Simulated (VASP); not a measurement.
# InSb (Cmcm) in VASP: a series of runs

InSb is run at these levels: PBE; tasks: single point.

All numbers are computed with VASP 6.6.1; they aren't measurements. Logs are shortened: lines on timing, memory, paths and dates and some standing lists are left out, and cuts for length are marked.

**1. The cell of the first run**

It takes space group Cmcm (No. 63, orthorhombic). The conventional cell has a = 6.127 Å, b = 6.163 Å, c = 6.127 Å, α = 90.00°, β = 90.00°, γ = 90.00°. In (site symmetry m2m) has 6 Sb at 3.06 to 3.09 Å within 4.0 Å. Sb (site symmetry m2m) has 6 In at 3.06 to 3.09 Å within 4.0 Å.

**2. Single point, PBE**

Contents of INCAR:

```
SYSTEM = InSb
ALGO = Normal
EDIFF = 1E-7
ENCUT = 520
GGA = PE
ISIF = 2
ISMEAR = 0
LASPH = .True.
LCHARG = .False.
LREAL = .False.
LWAVE = .False.
NBANDS = 26
NELM = 60
PREC = Accurate
SIGMA = 0.1
```

Contents of KPOINTS:

```
k-points
0
Gamma
  10 10 8
  0 0 0
```

Contents of POSCAR:

```
InSb
1.0
    3.0633140000     -3.0813730000      0.0000000000
    3.0633140000      3.0813730000      0.0000000000
    0.0000000000      0.0000000000      6.1268940000
In Sb
2 2
Direct
    0.2794110000      0.7205890000      0.2500000000
    0.7205890000      0.2794110000      0.7500000000
    0.7772050000      0.2227950000      0.2500000000
    0.2227950000      0.7772050000      0.7500000000
```

Potentials or basis: VASP PAW PBE potentials, release 64 (In_d, Sb).

Launch:

```sh
cat potpaw_PBE.64/In_d/POTCAR potpaw_PBE.64/Sb/POTCAR > POTCAR
mpirun -np 1 vasp_std > vasp.out
```

OUTCAR:

```text
SYSTEM = InSb
   EDIFF = 1E-7
   ENCUT = 520
   GGA = PE
   ISIF = 2
   ISMEAR = 0
   LASPH = .True.
   LREAL = .False.
   NELM = 60
   PREC = Accurate

 ion  position               nearest neighbor table
   1  0.279  0.721  0.250-   3 3.06   3 3.06   3 3.07   4 3.08   4 3.08   3 3.09
   2  0.721  0.279  0.750-   4 3.06   4 3.06   4 3.07   3 3.08   3 3.08   4 3.09
   3  0.777  0.223  0.250-   1 3.06   1 3.06   1 3.07   2 3.08   2 3.08   1 3.09
   4  0.223  0.777  0.750-   2 3.06   2 3.06   2 3.07   1 3.08   1 3.08   2 3.09

  LATTYP: Found a base centered orthorhombic cell.
 ALAT       =     6.1266280000
 B/A-ratio  =     1.0058952494
 C/A-ratio  =     1.0000434170

  Lattice vectors:

 A1 = (   3.0633140000,  -3.0813730000,   0.0000000000)
 A2 = (   3.0633140000,   3.0813730000,   0.0000000000)
 A3 = (   0.0000000000,   0.0000000000,   6.1268940000)

Analysis of symmetry for initial positions (statically):
=====================================================================
 Subroutine PRICEL returns:
 Original cell was already a primitive cell.

 Routine SETGRP: Setting up the symmetry group for a
 base centered orthorhombic supercell.

 Subroutine GETGRP returns: Found  8 space group operations
 (whereof  4 operations were pure point group operations)
 out of a pool of  8 trial point group operations.

The static configuration has the point symmetry C_2h.
 The point group associated with its full space group is D_2h.

Analysis of symmetry for dynamics (positions and initial velocities):
=====================================================================
 Subroutine PRICEL returns:
 Original cell was already a primitive cell.

 Routine SETGRP: Setting up the symmetry group for a
 base centered orthorhombic supercell.

 Subroutine GETGRP returns: Found  8 space group operations
 (whereof  4 operations were pure point group operations)
 out of a pool of  8 trial point group operations.

The dynamic configuration has the point symmetry C_2h.
 The point group associated with its full space group is D_2h.

 Subroutine INISYM returns: Found  8 space group operations
 (whereof  4 operations are pure point group operations),
 and found     1 'primitive' translations

----------------------------------------------------------------------------------------

                                     Primitive cell

  volume of cell :     115.6661

  direct lattice vectors                    reciprocal lattice vectors
     3.063314000 -3.081373000  0.000000000     0.163221922 -0.162265328  0.000000000
     3.063314000  3.081373000  0.000000000     0.163221922  0.162265328  0.000000000
     0.000000000  0.000000000  6.126894000     0.000000000  0.000000000  0.163214836

  length of vectors
     4.344968611  4.344968611  6.126894000     0.230155236  0.230155236  0.163214836

  position of ions in fractional coordinates (direct lattice)
     0.279411000  0.720589000  0.250000000
     0.720589000  0.279411000  0.750000000
     0.777205000  0.222795000  0.250000000
     0.222795000  0.777205000  0.750000000

  ion indices of the primitive-cell ions
   primitive index   ion index
                 1           1
                 2           2
                 3           3
                 4           4

----------------------------------------------------------------------------------------

 KPOINTS: k-points

Automatic generation of k-mesh.
 Grid dimensions read from file:
 generate k-points for:   10   10    8

 Generating k-lattice:

  Cartesian coordinates                     Fractional coordinates (reciprocal lattice)
     0.016322192 -0.016226533  0.000000000     0.100000000 -0.000000000  0.000000000
     0.016322192  0.016226533  0.000000000    -0.000000000  0.100000000  0.000000000
     0.000000000  0.000000000  0.020401855     0.000000000  0.000000000  0.125000000

  Length of vectors
     0.023015524  0.023015524  0.020401855

  Shift w.r.t. Gamma in fractional coordinates (k-lattice)
     0.000000000  0.000000000  0.000000000

 Subroutine IBZKPT returns following result:
 ===========================================

 Found    155 irreducible k-points:

 Following reciprocal coordinates:
            Coordinates               Weight
  0.000000  0.000000  0.000000      1.000000
  0.100000 -0.000000  0.000000      4.000000
  0.200000 -0.000000  0.000000      4.000000
  0.300000  0.000000  0.000000      4.000000
  0.400000 -0.000000  0.000000      4.000000
  0.500000 -0.000000  0.000000      2.000000
[... 16 lines left out ...]
  0.300000  0.300000  0.000000      2.000000
  0.400000  0.300000  0.000000      4.000000
 [... further k-points ...]
   k-points           NKPTS =    155   k-points in BZ     NKDIM =    155   number of bands    NBANDS=     26
   number of dos      NEDOS =    301   number of ions     NIONS =      4
   total plane-waves  NPLWV =  49152
   dimension x,y,z NGX =    32 NGY =   32 NGZ =   48
   dimension x,y,z NGXF=    64 NGYF=   64 NGZF=   96
   ions per type =               2   2
   NGX,Y,Z   is equivalent  to a cutoff of  12.24, 12.24, 13.02 a.u.
   NGXF,Y,Z  is equivalent  to a cutoff of  24.49, 24.49, 26.05 a.u.
 SYSTEM =  InSb
   PREC   = accura    normal or accurate (medium, high low for compatibility)
   ISTART =      0    job   : 0-new  1-cont  2-samecut
   ICHARG =      2    charge: 1-file 2-atom 10-const
   ISPIN  =      1    spin polarized calculation?
   LNONCOLLINEAR =      F non collinear calculations
   LSORBIT =      F    spin-orbit coupling
   LASPH  =      T    aspherical Exc in radial PAW
   ENCUT  =  520.0 eV  38.22 Ry    6.18 a.u.   8.08  8.08 11.39*2*pi/ulx,y,z
   NELM   =     60;   NELMIN=  2; NELMDL= -5     # of ELM steps
   EDIFF  = 0.1E-06   stopping-criterion for ELM
   LREAL  =      F    real-space projection
   EDIFFG = 0.1E-05   stopping-criterion for IOM
   NSW    =      0    number of steps for IOM
   IBRION =     -1    ionic relax: 0-MD 1-quasi-New 2-CG
   NFREE  =      0    steps in history (QN), initial steepest desc. (CG)
   ISIF   =      2    stress and relaxation
   ISYM   =      2    0-nonsym 1-usesym 2-fastsym
   POTIM  = 0.5000    time-step for ionic-motion
   TEBEG  =    0.0;   TEEND  =   0.0 temperature during run
   PSTRESS=    0.0 pullay stress
   NELECT =      36.0000    total number of electrons
   NUPDOWN=      -1.0000    fix difference up-down
   EMIN   =  10.00;   EMAX   =-10.00  energy-range for DOS
   EFERMI =   0.00;   METHOD = LEGACY
   ISMEAR =     0;   SIGMA  =   0.10  broadening in eV -4-tet -1-fermi 0-gaus
   EFERMI_NEDOS =   21; number of points for ismear=-14 and -15
   IALGO  =     38    algorithm
   IMIX   =      4    mixing-type and parameters
     AMIX     =   0.40;   BMIX     =  1.00
     AMIX_MAG =   1.60;   BMIX_MAG =  1.00
  volume/ion in A,a.u.               =      28.92       195.14
  Fermi-wavevector in a.u.,A,eV,Ry     =   1.109448  2.096553 16.747069  1.230875
  Thomas-Fermi vector in A             =   2.245988
   LORBIT       =      0    0 simple, 1 ext, 2 COOP (PROOUT), +10 PAW based schemes
   GGA     = PE    functional components
   LHFCALC =     F    Hartree Fock is set to
   AEXX    =    0.0000 exact exchange contribution
   IVDW    =     0    specifies the selected vdW correction
   LEPSILON=     F    determine dielectric tensor
   LRPA    =     F    only Hartree local field effects (RPA)
 non-spin polarized calculation
 Gauss-broadening in eV      SIGMA  =   0.10
  energy-cutoff  :      520.00
  volume of cell :      115.67
 maximum number of plane-waves:      3156
   NGX = 17   NGY = 17   NGZ = 23

 number of electron      35.9999988 magnetization

 Free energy of the ion-electron system (eV)
  ---------------------------------------------------
  ext. energy  EPLUGINS =         0.00000000
  ---------------------------------------------------
  free energy    TOTEN  =       -13.32360995 eV

  energy without entropy =      -13.30929678  energy(sigma->0) =      -13.31645336

 E-fermi :   6.6426     XC(G=0):  -9.7319

 val. band max:        6.6425388066   @ k =  -0.3000   0.2000   0.5000
 cond. band min:       6.6507868260   @ k =   0.2000  -0.0000   0.3750
 fundamental gap:      0.0082480194
 Fermi energy:         6.6425943088

 k-point     1 :       0.0000    0.0000    0.0000
  band No.  band energies     occupation
      1      -7.9020      2.00000
      2      -7.7812      2.00000
      3      -7.7773      2.00000
      4      -7.7699      2.00000
      5      -7.7621      2.00000
      6      -7.7582      2.00000
[... 18 lines left out ...]
     25      12.7286      0.00000
     26      12.7653      0.00000

 k-point     2 :       0.1000   -0.0000    0.0000
  band No.  band energies     occupation
      1      -7.8965      2.00000
      2      -7.7829      2.00000
      3      -7.7792      2.00000
      4      -7.7672      2.00000
      5      -7.7653      2.00000
      6      -7.7580      2.00000
[... 18 lines left out ...]
     25      12.7094      0.00000
     26      12.9417      0.00000

 k-point     3 :       0.2000   -0.0000    0.0000
  band No.  band energies     occupation
      1      -7.8818      2.00000
      2      -7.7891      2.00000
      3      -7.7848      2.00000
      4      -7.7726      2.00000
      5      -7.7600      2.00000
      6      -7.7575      2.00000
[... 18 lines left out ...]
     25      12.8878      0.00000
     26      13.0649      0.00000

 k-point     4 :       0.3000    0.0000    0.0000
  band No.  band energies     occupation
      1      -7.8617      2.00000
      2      -7.7975      2.00000
      3      -7.7948      2.00000
      4      -7.7809      2.00000
      5      -7.7565      2.00000
      6      -7.7501      2.00000
[... 18 lines left out ...]
     25      12.0695      0.00000
     26      13.2355      0.00000
[... 496 lines left out ...]
      1      -7.8734      2.00000
      2      -7.8125      2.00000
      3      -7.7863      2.00000
      4      -7.7704      2.00000
      5      -7.7571      2.00000
      6      -7.7506      2.00000
[... 18 lines left out ...]
     25      12.6353      0.00000
     26      12.9613      0.00000

 k-point    23 :       0.3000    0.3000    0.0000
  band No.  band energies     occupation
      1      -7.8716      2.00000
      2      -7.8547      2.00000
      3      -7.7826      2.00000
      4      -7.7710      2.00000
      5      -7.7668      2.00000
      6      -7.7505      2.00000
[... 18 lines left out ...]
     25      13.6535      0.00000
     26      13.6808      0.00000

 k-point    24 :       0.4000    0.3000    0.0000
  band No.  band energies     occupation
      1      -7.8784      2.00000
      2      -7.8725      2.00000
      3      -7.7758      2.00000
      4      -7.7724      2.00000
      5      -7.7661      2.00000
      6      -7.7582      2.00000
[... 18 lines left out ...]
     25      14.1088      0.00000
     26      14.2409      0.00000

 [... further k-points ...]

------------------------ aborting loop because EDIFF is reached ----------------------------------------

  FORCE on cell =-STRESS in cart. coord.  units (eV):
  Direction    XX          YY          ZZ          XY          YZ          ZX
  --------------------------------------------------------------------------------------
  -------------------------------------------------------------------------------------
  Total        0.1357844      0.1326852     -0.1209748      0.0000000     -0.0000000      0.0000000
  in kB        1.8808504      1.8379211     -1.6757123      0.0000000     -0.0000000      0.0000000
  external PRESSURE =       0.6810197 kB  Pullay stress =       0.0000000 kB

 VOLUME and BASIS-vectors are now :
 -----------------------------------------------------------------------------
  energy-cutoff  :      520.00
  volume of cell :      115.67
      direct lattice vectors                 reciprocal lattice vectors
     3.063314000 -3.081373000  0.000000000     0.163221922 -0.162265328  0.000000000
     3.063314000  3.081373000  0.000000000     0.163221922  0.162265328  0.000000000
     0.000000000  0.000000000  6.126894000     0.000000000  0.000000000  0.163214836

 POSITION                                       TOTAL-FORCE (eV/Angst)
 -----------------------------------------------------------------------------------
      3.06331      1.35943      1.53172         0.000000     -0.004801      0.000000
      3.06331     -1.35943      4.59517         0.000000      0.004801     -0.000000
      3.06331     -1.70834      1.53172         0.000000      0.008559     -0.000000
      3.06331      1.70834      4.59517         0.000000     -0.008559     -0.000000
 -----------------------------------------------------------------------------------
    total drift:                               -0.000000     -0.000000     -0.000000

  FREE ENERGIE OF THE ION-ELECTRON SYSTEM (eV)
  ---------------------------------------------------
  free  energy   TOTEN  =       -13.3236099484 eV

  energy  without entropy=      -13.3092967813  energy(sigma->0) =      -13.31645336
```

Wall time 7.1 min (1 thread of AMD EPYC 7R13, shared host); peak memory 0.49 GiB.

What came out:

```yaml
Free_energy: -13.3236 eV
Pressure: 0.1 GPa
Largest_force: 0.009 eV/Å
Band_gap_on_the_k_mesh: zero (band 18 reaches 7.21 eV, above the bottom of band 19 at 4.56 eV)
```

Forces in eV/Å, atoms in the order of the input:
```
In   0.000 -0.005  0.000
In   0.000  0.005  0.000
Sb   0.000  0.009  0.000
Sb   0.000 -0.009  0.000
```

Stress tensor (GPa, compression positive):
```
 0.19  0.00  0.00
 0.00  0.18  0.00
 0.00  0.00 -0.17
```

Caveat: spin-orbit coupling is left out, which moves the levels of the heavy elements.

**3. Single point, PBE**

Contents of INCAR:

```
SYSTEM = InSb
PREC     = Accurate       ! precision mode
ENCUT    = 520            ! plane-wave cutoff, eV
EDIFF    = 1E-6           ! SCF threshold, eV
ISMEAR   = 0              ! smearing method
SIGMA    = 0.02           ! smearing width, eV
LREAL    = .FALSE.        ! projectors in reciprocal space
LASPH    = .TRUE.         ! aspherical terms in the spheres
NELM     = 80             ! most SCF steps
ALGO     = Normal         ! electronic algorithm
ISIF     = 2              ! what is computed and relaxed
LWAVE    = .FALSE.        ! write WAVECAR
LCHARG   = .TRUE.         ! write CHGCAR
GGA      = PE             ! functional
LELF     = .TRUE.         ! ELF
LVHAR    = .TRUE.       
NBANDS   = 26             ! bands
```

Contents of KPOINTS:

```
Automatic mesh
0
G
  10 10 8
  0 0 0
```

POSCAR is that of step 2.

Potentials or basis: VASP PAW PBE potentials, release 64 (In_d, Sb).

Launch:

```sh
cat potpaw_PBE.64/In_d/POTCAR potpaw_PBE.64/Sb/POTCAR > POTCAR
mpirun -np 1 vasp_std > vasp.out
```

It took 2.1 min on 1 thread of Intel Xeon 6975P-C (Granite Rapids), shared host; peak memory 0.52 GiB.

It converged, with:

* Free energy: -13.3163 eV
* Pressure: 0.1 GPa
* Largest force: 0.007 eV/Å
* Band gap on the k mesh: zero (band 18 reaches 7.21 eV, above the bottom of band 19 at 4.56 eV)

Forces in eV/Å, atoms in the order of the input:
```
In   0.000 -0.007  0.000
In   0.000  0.007  0.000
Sb   0.000  0.000  0.000
Sb   0.000  0.000  0.000
```

Stress tensor (GPa, compression positive):
```
 0.16  0.00  0.00
 0.00  0.19  0.00
 0.00  0.00 -0.20
```

Levels at points of the mesh, in eV from the Fermi level:
```
           k point  band 15  band 16  band 17  band 18  band 19  band 20  band 21  band 22
(0.00, 0.00, 0.00)    -2.18    -2.10    -0.48    -0.17    -0.02     0.03     3.31     5.83
(0.50, 0.00, 0.00)    -2.65    -2.50    -0.10     0.10     1.36     1.39     3.18     3.49
(0.50, 0.50, 0.00)    -3.34    -3.27    -2.10    -2.10    -2.09    -2.05     2.96     3.24
(0.00, 0.00, 0.50)    -1.28    -1.28    -1.27    -1.27     0.18     0.18     4.04     4.04
(0.50, 0.00, 0.50)     0.28     0.28     0.29     0.29     2.16     2.16     2.45     2.45
(0.50, 0.50, 0.50)    -3.54    -3.54    -3.49    -3.49     1.88     1.88     3.35     3.35
```

Caveat: spin-orbit coupling is left out, which moves the levels of the heavy elements.

[end of part 1 of 2]
